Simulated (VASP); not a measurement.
Input of a VASP 6.6.1 run:

The input INCAR:

```
SYSTEM = HfSi2B2
ALGO     = Normal         ! electronic algorithm
EDIFF    = 1E-6           ! SCF threshold, eV
ENCUT    = 520            ! plane-wave cutoff, eV
GGA      = PE             ! functional
ISIF     = 2              ! what is computed and relaxed
ISMEAR   = 0              ! smearing method
LASPH    = .TRUE.         ! aspherical terms in the spheres
LCHARG   = .FALSE.        ! write CHGCAR
LREAL    = .FALSE.        ! projectors in reciprocal space
LWAVE    = .FALSE.        ! write WAVECAR
NBANDS   = 35             ! bands
NELM     = 80             ! most SCF steps
PREC     = Accurate       ! precision mode
SIGMA    = 0.1            ! smearing width, eV
```

The input KPOINTS:

```
k-points
0
G
  8 8 8
  0 0 0
```

File POSCAR:

```
HfSi2B2
1.0
    5.5629765755      0.0000000000      0.0000000000
    0.0000000000      5.5629765755      0.0000000000
    0.0000000000      0.0000000000      5.5629765755
Hf Si B
2 4 4
Direct
    0.0000000000      0.0000000000      0.0000000000
    0.5000000000      0.5000000000      0.5000000000
    0.7500000000      0.7500000000      0.7500000000
    0.2500000000      0.2500000000      0.7500000000
    0.2500000000      0.7500000000      0.2500000000
    0.7500000000      0.2500000000      0.2500000000
    0.2500000000      0.2500000000      0.2500000000
    0.7500000000      0.7500000000      0.2500000000
    0.7500000000      0.2500000000      0.7500000000
    0.2500000000      0.7500000000      0.7500000000
```

Potentials or basis: VASP PAW PBE potentials, release 64 (Hf_pv, Si, B).

Command:

```bash
$ cat potpaw_PBE.64/Hf_pv/POTCAR potpaw_PBE.64/Si/POTCAR potpaw_PBE.64/B/POTCAR > POTCAR
$ mpirun -np 1 vasp_std > vasp.out
```

(1) Estimate the pressure.

(2) What does it give for the band gap on the k mesh?

## Answers

(1) 0.8 GPa.

(2) zero (band 24 reaches 4.35 eV, above the bottom of band 25 at 3.01 eV).

Caveat: spin-orbit coupling is left out, which moves the levels of the heavy elements.
